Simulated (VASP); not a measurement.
Input of a VASP 6.6.1 run:

File INCAR:

```
  PREC = Accurate
  ENCUT = 520
  EDIFF = 1E-7
  ISMEAR = -1
  SIGMA = 0.05
  LREAL = Auto
  LASPH = True
  NELM = 100
  ALGO = Normal
  ISIF = 2
  LWAVE = False
  LCHARG = False
  GGA = PS
  IBRION = 2
  NSW = 45
  EDIFFG = -0.08
```

Contents of KPOINTS:

```
regular mesh
0
Gamma
  3 3 3
```

POSCAR

```
Li16H
1.0
    6.9800000000      0.0000000000      0.0000000000
    0.0000000000      6.9800000000      0.0000000000
    0.0000000000      0.0000000000      6.9800000000
Li H
16 1
Direct
    0.0000000000      0.0000000000      0.0000000000
    0.5000000000      0.0000000000      0.0000000000
    0.0000000000      0.5000000000      0.0000000000
    0.0000000000      0.0000000000      0.5000000000
    0.2500000000      0.2500000000      0.2500000000
    0.5000000000      0.5000000000      0.0000000000
    0.5000000000      0.0000000000      0.5000000000
    0.7500000000      0.2500000000      0.2500000000
    0.0000000000      0.5000000000      0.5000000000
    0.2500000000      0.7500000000      0.2500000000
    0.2500000000      0.2500000000      0.7500000000
    0.5000000000      0.5000000000      0.5000000000
    0.7500000000      0.7500000000      0.2500000000
    0.7500000000      0.2500000000      0.7500000000
    0.2500000000      0.7500000000      0.7500000000
    0.7500000000      0.7500000000      0.7500000000
    0.2526967000      0.3732870000      0.0060640000
```

Potentials or basis: VASP PAW PBE potentials, release 64 (Li_sv, H).

Run with:

```console
$ cat potpaw_PBE.64/Li_sv/POTCAR potpaw_PBE.64/H/POTCAR > POTCAR
$ mpirun -np 1 vasp_std > vasp.out
```

Estimate the energy gained by relaxing.

2.7 meV/atom.

Forces in eV/Å, atoms in the order of the input:
```
Li  -0.019 -0.029  0.001
Li   0.021 -0.032  0.002
Li  -0.012  0.000  0.002
Li   0.020  0.031  0.004
Li   0.001  0.012 -0.016
Li  -0.002 -0.004  0.000
Li  -0.017  0.030  0.003
Li   0.001 -0.016  0.013
Li  -0.005  0.014  0.002
Li   0.001  0.033  0.022
Li   0.001 -0.009 -0.021
Li   0.005  0.014  0.002
Li   0.002 -0.026 -0.017
Li   0.001 -0.016 -0.011
Li   0.000  0.030 -0.022
Li   0.002 -0.028  0.023
H    0.001 -0.001  0.013
```

Caveat: the PAW data sets were made with another functional, which shifts forces and pressure a little; the relaxation stopped at a loose force limit of 0.08 eV/Å, so its end isn't a converged minimum.
